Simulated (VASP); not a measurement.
# SiGe7 (P-4m2) in VASP: a series of runs

The runs below take SiGe7 through single point, with PBE.

Program: VASP 6.6.1. These are calculated values, not measurements. Logs are shortened: lines on timing, memory, paths and dates and some standing lists are left out, and cuts for length are marked.

**1. The cell of the first run**

The structure is tetragonal, space group P-4m2 (No. 115). The conventional cell has a = 4.045 Å, b = 4.045 Å, c = 11.436 Å, α = 90.00°, β = 90.00°, γ = 90.00°. Si (site symmetry -4m2) has 4 Ge at 2.45 Å within 3.2 Å. Ge (site symmetry 2mm) has 2 Si at 2.45 Å and 2 Ge at 2.49 Å within 3.2 Å. Within 3.3 Å of Ge (site symmetry 2mm) lie 4 Ge at 2.49 Å. Ge (site symmetry 2mm) has 4 Ge at 2.49 Å within 3.3 Å. Ge (site symmetry -4m2) has 4 Ge at 2.49 Å within 3.3 Å.

**2. Single point, PBE**

INCAR

```
PREC = Accurate ; ENCUT = 520
EDIFF = 1E-6 ; ISMEAR = 0
SIGMA = 0.01 ; LREAL = F
LASPH = T ; NELM = 100
ALGO = Normal ; ISIF = 2
LWAVE = F ; LCHARG = T
GGA = PE ; LELF = T
LVHAR = T ; NBANDS = 61
```

KPOINTS

```
regular mesh
0
Gamma
  10 10 4
```

POSCAR

```
SiGe7
1.0
    4.0450014592      0.0000000000      0.0000000000
    0.0000000000      4.0450014592      0.0000000000
    0.0000000000      0.0000000000     11.4356486925
Si Ge
1 7
Direct
    0.0000000000      0.0000000000      0.0000000000
    0.0000000000      0.5000000000      0.8796842731
    0.5000000000      0.5000000000      0.7527965851
    0.5000000000      0.0000000000      0.6264673009
    0.0000000000      0.0000000000      0.5000000000
    0.5000000000      0.0000000000      0.1203157269
    0.5000000000      0.5000000000      0.2472034149
    0.0000000000      0.5000000000      0.3735326991
```

Potentials or basis: VASP PAW PBE potentials, release 64 (Si, Ge_d).

Run with:

```
cat potpaw_PBE.64/Si/POTCAR potpaw_PBE.64/Ge_d/POTCAR > POTCAR
mpirun -np 1 vasp_std > vasp.out
```

OUTCAR:

```text
PREC = Accurate
   ENCUT = 520
   EDIFF = 1E-6
   ISMEAR = 0
   LREAL = F
   LASPH = T
   NELM = 100
   ISIF = 2
   GGA = PE

 ion  position               nearest neighbor table
   1  0.000  0.000  0.000-   2 2.45   6 2.45   2 2.45   6 2.45
   2  0.000  0.500  0.880-   1 2.45   1 2.45   3 2.49   3 2.49
   3  0.500  0.500  0.753-   4 2.49   4 2.49   2 2.49   2 2.49
   4  0.500  0.000  0.626-   3 2.49   3 2.49   5 2.49   5 2.49
   5  0.000  0.000  0.500-   4 2.49   8 2.49   8 2.49   4 2.49
   6  0.500  0.000  0.120-   1 2.45   1 2.45   7 2.49   7 2.49
   7  0.500  0.500  0.247-   8 2.49   8 2.49   6 2.49   6 2.49
   8  0.000  0.500  0.374-   7 2.49   7 2.49   5 2.49   5 2.49

  LATTYP: Found a simple tetragonal cell.
 ALAT       =     4.0450014592
 C/A-ratio  =     2.8271061971

  Lattice vectors:

 A1 = (   4.0450014592,   0.0000000000,   0.0000000000)
 A2 = (   0.0000000000,   4.0450014592,   0.0000000000)
 A3 = (   0.0000000000,   0.0000000000,  11.4356486925)

Analysis of symmetry for initial positions (statically):
=====================================================================
 Subroutine PRICEL returns:
 Original cell was already a primitive cell.

 Routine SETGRP: Setting up the symmetry group for a
 simple tetragonal supercell.

 Subroutine GETGRP returns: Found  8 space group operations
 (whereof  8 operations were pure point group operations)
 out of a pool of 16 trial point group operations.

The static configuration has the point symmetry D_2d.

Analysis of symmetry for dynamics (positions and initial velocities):
=====================================================================
 Subroutine PRICEL returns:
 Original cell was already a primitive cell.

 Routine SETGRP: Setting up the symmetry group for a
 simple tetragonal supercell.

 Subroutine GETGRP returns: Found  8 space group operations
 (whereof  8 operations were pure point group operations)
 out of a pool of 16 trial point group operations.

The dynamic configuration has the point symmetry D_2d.

 Subroutine INISYM returns: Found  8 space group operations
 (whereof  8 operations are pure point group operations),
 and found     1 'primitive' translations

----------------------------------------------------------------------------------------

                                     Primitive cell

  volume of cell :     187.1105

  direct lattice vectors                    reciprocal lattice vectors
     4.045001459  0.000000000  0.000000000     0.247218699  0.000000000  0.000000000
     0.000000000  4.045001459  0.000000000     0.000000000  0.247218699  0.000000000
     0.000000000  0.000000000 11.435648692     0.000000000  0.000000000  0.087445848

  length of vectors
     4.045001459  4.045001459 11.435648692     0.247218699  0.247218699  0.087445848

  position of ions in fractional coordinates (direct lattice)
     0.000000000  0.000000000  0.000000000
     0.000000000  0.500000000  0.879684273
     0.500000000  0.500000000  0.752796585
     0.500000000  0.000000000  0.626467301
     0.000000000  0.000000000  0.500000000
     0.500000000  0.000000000  0.120315727
     0.500000000  0.500000000  0.247203415
     0.000000000  0.500000000  0.373532699

  ion indices of the primitive-cell ions
   primitive index   ion index
                 1           1
                 2           2
                 3           3
                 4           4
                 5           5
                 6           6
                 7           7
                 8           8

----------------------------------------------------------------------------------------

 KPOINTS: regular mesh

Automatic generation of k-mesh.
 Grid dimensions read from file:
 generate k-points for:   10   10    4

 Generating k-lattice:

  Cartesian coordinates                     Fractional coordinates (reciprocal lattice)
     0.024721870  0.000000000  0.000000000     0.100000000  0.000000000  0.000000000
     0.000000000  0.024721870  0.000000000     0.000000000  0.100000000  0.000000000
     0.000000000  0.000000000  0.021861462     0.000000000  0.000000000  0.250000000

  Length of vectors
     0.024721870  0.024721870  0.021861462

  Shift w.r.t. Gamma in fractional coordinates (k-lattice)
     0.000000000  0.000000000  0.000000000

 Subroutine IBZKPT returns following result:
 ===========================================

 Found     63 irreducible k-points:

 Following reciprocal coordinates:
            Coordinates               Weight
  0.000000  0.000000  0.000000      1.000000
  0.100000  0.000000  0.000000      4.000000
  0.200000  0.000000  0.000000      4.000000
  0.300000  0.000000  0.000000      4.000000
  0.400000  0.000000  0.000000      4.000000
  0.500000  0.000000  0.000000      2.000000
[... 16 lines left out ...]
  0.100000  0.000000  0.250000      8.000000
  0.200000  0.000000  0.250000      8.000000
 [... further k-points ...]
   k-points           NKPTS =     63   k-points in BZ     NKDIM =     63   number of bands    NBANDS=     61
   number of dos      NEDOS =    301   number of ions     NIONS =      8
   total plane-waves  NPLWV =  81000
   dimension x,y,z NGX =    30 NGY =   30 NGZ =   90
   dimension x,y,z NGXF=    60 NGYF=   60 NGZF=  180
   ions per type =               1   7
   NGX,Y,Z   is equivalent  to a cutoff of  12.33, 12.33, 13.08 a.u.
   NGXF,Y,Z  is equivalent  to a cutoff of  24.66, 24.66, 26.17 a.u.
 SYSTEM =  unknown system
   PREC   = accura    normal or accurate (medium, high low for compatibility)
   ISTART =      0    job   : 0-new  1-cont  2-samecut
   ICHARG =      2    charge: 1-file 2-atom 10-const
   ISPIN  =      1    spin polarized calculation?
   LNONCOLLINEAR =      F non collinear calculations
   LSORBIT =      F    spin-orbit coupling
   LASPH  =      T    aspherical Exc in radial PAW
   ENCUT  =  520.0 eV  38.22 Ry    6.18 a.u.   7.52  7.52 21.26*2*pi/ulx,y,z
   NELM   =    100;   NELMIN=  2; NELMDL= -5     # of ELM steps
   EDIFF  = 0.1E-05   stopping-criterion for ELM
   LREAL  =      F    real-space projection
[... 7 lines left out ...]
   TEBEG  =    0.0;   TEEND  =   0.0 temperature during run
   PSTRESS=    0.0 pullay stress
   NELECT =     102.0000    total number of electrons
   NUPDOWN=      -1.0000    fix difference up-down
   EMIN   =  10.00;   EMAX   =-10.00  energy-range for DOS
   EFERMI =   0.00;   METHOD = LEGACY
   ISMEAR =     0;   SIGMA  =   0.01  broadening in eV -4-tet -1-fermi 0-gaus
   EFERMI_NEDOS =   21; number of points for ismear=-14 and -15
   IALGO  =     38    algorithm
   IMIX   =      4    mixing-type and parameters
     AMIX     =   0.40;   BMIX     =  1.00
     AMIX_MAG =   1.60;   BMIX_MAG =  1.00
  volume/ion in A,a.u.               =      23.39       157.84
  Fermi-wavevector in a.u.,A,eV,Ry     =   1.337341  2.527208 24.333761  1.788481
  Thomas-Fermi vector in A             =   2.465897
   LORBIT       =      0    0 simple, 1 ext, 2 COOP (PROOUT), +10 PAW based schemes
   GGA     = PE    functional components
   LHFCALC =     F    Hartree Fock is set to
   AEXX    =    0.0000 exact exchange contribution
   IVDW    =     0    specifies the selected vdW correction
   LEPSILON=     F    determine dielectric tensor
   LRPA    =     F    only Hartree local field effects (RPA)
 non-spin polarized calculation
 Gauss-broadening in eV      SIGMA  =   0.01
  energy-cutoff  :      520.00
  volume of cell :      187.11
 maximum number of plane-waves:      5075
   NGX = 15   NGY = 15   NGZ = 43

 number of electron     101.9999849 magnetization

 Free energy of the ion-electron system (eV)
  ---------------------------------------------------
  ext. energy  EPLUGINS =         0.00000000
  ---------------------------------------------------
  free energy    TOTEN  =       -36.97665267 eV

  energy without entropy =      -36.97662412  energy(sigma->0) =      -36.97663839

 E-fermi :   4.6411     XC(G=0):  -9.6516

 val. band max:        4.6410894001   @ k =   0.0000   0.0000   0.0000
 cond. band min:       4.7323577389   @ k =   0.5000   0.0000   0.0000
 fundamental gap:      0.0912683388
 Fermi energy:         4.6411168640

 k-point     1 :       0.0000    0.0000    0.0000
  band No.  band energies     occupation
      1     -20.0822      2.00000
      2     -20.0822      2.00000
      3     -20.0695      2.00000
      4     -20.0695      2.00000
      5     -20.0571      2.00000
      6     -20.0571      2.00000
[... 53 lines left out ...]
     60       7.3308      0.00000
     61       7.4149      0.00000

 k-point     2 :       0.1000    0.0000    0.0000
  band No.  band energies     occupation
      1     -20.0866      2.00000
      2     -20.0824      2.00000
      3     -20.0734      2.00000
      4     -20.0703      2.00000
      5     -20.0594      2.00000
      6     -20.0593      2.00000
[... 53 lines left out ...]
     60       7.4959      0.00000
     61       7.6942      0.00000

 k-point     3 :       0.2000    0.0000    0.0000
  band No.  band energies     occupation
      1     -20.0927      2.00000
      2     -20.0829      2.00000
      3     -20.0774      2.00000
      4     -20.0725      2.00000
      5     -20.0636      2.00000
      6     -20.0602      2.00000
[... 1333 lines left out ...]
     60       7.5503      0.00000
     61       7.8348      0.00000

 k-point    24 :       0.2000    0.0000    0.2500
  band No.  band energies     occupation
      1     -20.0927      2.00000
      2     -20.0828      2.00000
      3     -20.0775      2.00000
      4     -20.0726      2.00000
      5     -20.0635      2.00000
      6     -20.0601      2.00000
[... 53 lines left out ...]
     60       8.1575      0.00000
     61       8.8840      0.00000

 [... further k-points ...]

------------------------ aborting loop because EDIFF is reached ----------------------------------------

  FORCE on cell =-STRESS in cart. coord.  units (eV):
  Direction    XX          YY          ZZ          XY          YZ          ZX
  --------------------------------------------------------------------------------------
  -------------------------------------------------------------------------------------
  Total       -0.0782438     -0.0782438     -0.0357144      0.0000000      0.0000000      0.0000000
  in kB       -0.6699812     -0.6699812     -0.3058125      0.0000000      0.0000000      0.0000000
  external PRESSURE =      -0.5485916 kB  Pullay stress =       0.0000000 kB

 VOLUME and BASIS-vectors are now :
 -----------------------------------------------------------------------------
  energy-cutoff  :      520.00
  volume of cell :      187.11
      direct lattice vectors                 reciprocal lattice vectors
     4.045001459  0.000000000  0.000000000     0.247218699  0.000000000  0.000000000
     0.000000000  4.045001459  0.000000000     0.000000000  0.247218699  0.000000000
     0.000000000  0.000000000 11.435648692     0.000000000  0.000000000  0.087445848

 POSITION                                       TOTAL-FORCE (eV/Angst)
 -----------------------------------------------------------------------------------
      0.00000      0.00000      0.00000         0.000000     -0.000000      0.000000
      0.00000      2.02250     10.05976         0.000000     -0.000000      0.003686
      2.02250      2.02250      8.60872         0.000000      0.000000      0.000140
      2.02250      0.00000      7.16406         0.000000     -0.000000      0.000479
      0.00000      0.00000      5.71782         0.000000     -0.000000      0.000000
      2.02250      0.00000      1.37589        -0.000000     -0.000000     -0.003686
      2.02250      2.02250      2.82693        -0.000000     -0.000000     -0.000140
      0.00000      2.02250      4.27159         0.000000     -0.000000     -0.000479
 -----------------------------------------------------------------------------------
    total drift:                                0.000000      0.000000      0.000000

  FREE ENERGIE OF THE ION-ELECTRON SYSTEM (eV)
  ---------------------------------------------------
  free  energy   TOTEN  =       -36.9766526666 eV

  energy  without entropy=      -36.9766241218  energy(sigma->0) =      -36.97663839
```

Wall time 9.5 min (1 thread of Intel Xeon Platinum 8488C (Sapphire Rapids), shared host); peak memory 0.61 GiB.

What came out:

* Free energy: -36.9767 eV
* Pressure: -0.1 GPa
* Largest force: 0.004 eV/Å
* Band gap on the k mesh: zero (filled and empty bands touch)

Forces in eV/Å, atoms in the order of the input:
```
Si   0.000  0.000  0.000
Ge   0.000  0.000  0.004
Ge   0.000  0.000  0.000
Ge   0.000  0.000  0.000
Ge   0.000  0.000  0.000
Ge   0.000  0.000 -0.004
Ge   0.000  0.000  0.000
Ge   0.000  0.000  0.000
```

Caveat: semilocal functionals underestimate gaps, and a narrow one can read as zero.

**3. Single point, PBE**

INCAR

```
SYSTEM = SiGe7
ALGO     = Normal         ! electronic algorithm
EDIFF    = 1E-7           ! SCF threshold, eV
ENCUT    = 520            ! plane-wave cutoff, eV
GGA      = PE             ! functional
ISIF     = 2              ! what is computed and relaxed
ISMEAR   = 0              ! smearing method
LASPH    = .TRUE.         ! aspherical terms in the spheres
LCHARG   = .FALSE.        ! write CHGCAR
LREAL    = .FALSE.        ! projectors in reciprocal space
LWAVE    = .FALSE.        ! write WAVECAR
NBANDS   = 61             ! bands
NELM     = 100            ! most SCF steps
PREC     = Accurate       ! precision mode
SIGMA    = 0.01           ! smearing width, eV
```

KPOINTS

```
k-points
0
G
  10 10 4
  0 0 0
```

POSCAR is that of step 2.

Potentials or basis: VASP PAW PBE potentials, release 64 (Si, Ge_d).

Run with:

```
cat potpaw_PBE.64/Si/POTCAR potpaw_PBE.64/Ge_d/POTCAR > POTCAR
mpirun -np 1 vasp_std > vasp.out
```

It took 17 min on 1 thread of Intel Xeon Platinum 8488C (Sapphire Rapids), shared host; peak memory 0.61 GiB.

Results (log left out):

* Free energy: -36.9767 eV
* Pressure: -0.1 GPa
* Largest force: 0.004 eV/Å
* Band gap on the k mesh: zero (filled and empty bands touch)

Forces on the atoms (eV/Å):
```
Si   0.000  0.000  0.000
Ge   0.000  0.000  0.004
Ge   0.000  0.000  0.000
Ge   0.000  0.000  0.000
Ge   0.000  0.000  0.000
Ge   0.000  0.000 -0.004
Ge   0.000  0.000  0.000
Ge   0.000  0.000  0.000
```

Levels at points of the mesh, in eV from the Fermi level:
```tsv
k point	band 49	band 50	band 51	band 52	band 53	band 54
(0.00, 0.00, 0.00)	-0.03	-0.02	0.00	0.00	0.65	0.83
(0.50, 0.00, 0.00)	-1.31	-1.27	-1.23	0.09	0.30	1.84
(0.50, 0.50, 0.00)	-2.89	-2.89	-2.86	0.67	0.77	0.77
(0.00, 0.00, 0.50)	-0.88	-0.75	-0.75	0.50	0.70	1.56
(0.50, 0.00, 0.50)	-1.30	-1.27	-1.27	1.33	1.37	1.40
(0.50, 0.50, 0.50)	-3.30	-3.30	-3.28	1.73	1.85	1.85
```

Caveat: semilocal functionals underestimate gaps, and a narrow one can read as zero.

The gap in the log of VASP goes by the Fermi energy; the results here count the filled bands.